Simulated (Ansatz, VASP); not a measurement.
**WS2 in VASP and in Ansatz**

The input INCAR:

```
SYSTEM = WS2
PREC     = Accurate       ! precision mode
ENCUT    = 600            ! plane-wave cutoff, eV
EDIFF    = 1E-6           ! SCF threshold, eV
ISMEAR   = -1             ! smearing method
SIGMA    = 0.05           ! smearing width, eV
LREAL    = .False.        ! projectors in reciprocal space
LASPH    = .True.         ! aspherical terms in the spheres
NELM     = 60             ! most SCF steps
ALGO     = Normal         ! electronic algorithm
ISIF     = 3              ! what is computed and relaxed
LWAVE    = .False.        ! write WAVECAR
LCHARG   = .False.        ! write CHGCAR
GGA      = PE             ! functional
IBRION   = 2              ! ionic algorithm
NSW      = 100            ! ionic steps
EDIFFG   = -0.005         ! ionic threshold
```

KPOINTS

```
regular mesh
0
Gamma
  11 11 6
  0 0 0
```

File POSCAR:

```
WS2
1.0
    3.4412235146      0.0000000000      0.0000000000
   -1.7206117573      2.9801869838      0.0000000000
    0.0000000000      0.0000000000      5.5059576234
W S
1 2
Direct
    0.0000000000      0.0000000000      0.0000000000
    0.3333333333      0.6666666667      0.2500000000
    0.6666666667      0.3333333333      0.7500000000
```

Input for Ansatz:

```yaml
crystal:
  lattice:
    - [3.4412235146, 0.0, 0.0]
    - [-1.7206117573, 2.9801869838, 0.0]
    - [0.0, 0.0, 5.5059576234]
  atoms:
    - { symbol: W, position: [0.0, 0.0, 0.0] }
    - { symbol: S, position: [0.3333333333, 0.6666666667, 0.25] }
    - { symbol: S, position: [0.6666666667, 0.3333333333, 0.75] }
kpoints:
  mp_grid: { grid: [11, 11, 6] }
scf:
  occupations: { method: fermi_dirac, width: 0.05 }
hamiltonian:
  xc: pbe
  pseudopotentials: { kind: paw }
output:
  forces: true
  stress: true
relax:
  f_tol: 0.005
  max_steps: 80
  cell: {}
```

Alike in both runs: task relaxation of cell and atoms; functional PBE; k mesh 11 × 11 × 6; occupations fermi-dirac, width 0.05 eV; no spin polarisation.

```csv
,VASP,Ansatz
version,VASP 6.6.1,Ansatz 0.2.0
potentials or method,"VASP PAW PBE potentials, release 64 (W_sv, S)","PAW with Ansatz's default frozen-core files, scalar-relativistic"
plane-wave cutoff (eV),600,420
valence electrons in the cell,26,26
```

|  | VASP | Ansatz | Ansatz less VASP |
| --- | --- | --- | --- |
| relaxed volume (Å³/atom) | 20.76 | 21.05 | +0.288 |
| relaxed cell length with the largest relative difference (Å) | 6.968 | 7.071 | +0.1026 |

Neither program's run includes spin-orbit coupling.
